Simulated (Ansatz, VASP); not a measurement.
One calculation of MgO, two programs

```
Mg O
1.0
     3.53470    0.00000    0.00000
    -1.76735    3.06114    0.00000
     0.00000    0.00000    4.71820
Mg O
2 2
Direct
  0.33333 0.66667 0.00366
  0.66667 0.33333 0.50366
  0.33333 0.66667 0.40094
  0.66667 0.33333 0.90094
```

Alike in both runs: task single point; functional PBEsol; k mesh 9 × 9 × 6; occupations gaussian, width 0.05 eV; no spin polarisation.

|  | VASP | Ansatz |
| --- | --- | --- |
| version | VASP 6.6.1 | Ansatz 0.2.0 |
| potentials or method | VASP PAW PBE potentials, release 64 (Mg, O), cutoff 520 eV | scalar-relativistic, plane waves, PAW |
| valence electrons in the cell | 16 | 32 |

VASP gave:

* gap on the k mesh at the Fermi level (eV): 2.84
* least direct gap on the mesh (eV): 2.84
* pressure (GPa): -6.5
* traceless stress, the component that is largest in VASP (GPa): 14.96
* rms of the force components (eV/Å): 0.824

Task: Which values does Ansatz return?

Result: gap on the k mesh at the Fermi level (eV): 2.85; least direct gap on the mesh (eV): 2.85; pressure (GPa): -6.2; traceless stress, the component that is largest in VASP (GPa): 14.70; rms of the force components (eV/Å): 0.812.

VASP's potentials were made for PBE, not for PBEsol, and Ansatz warns of the same on its side. Atom by atom the forces differ by 0.012 eV/Å (rms over components). The functional is the same, so the differences come from potentials, cutoffs and numerics. VASP's potentials hold 16 valence electrons a cell and Ansatz's 32, so a difference there can come from the potentials and not from the codes.
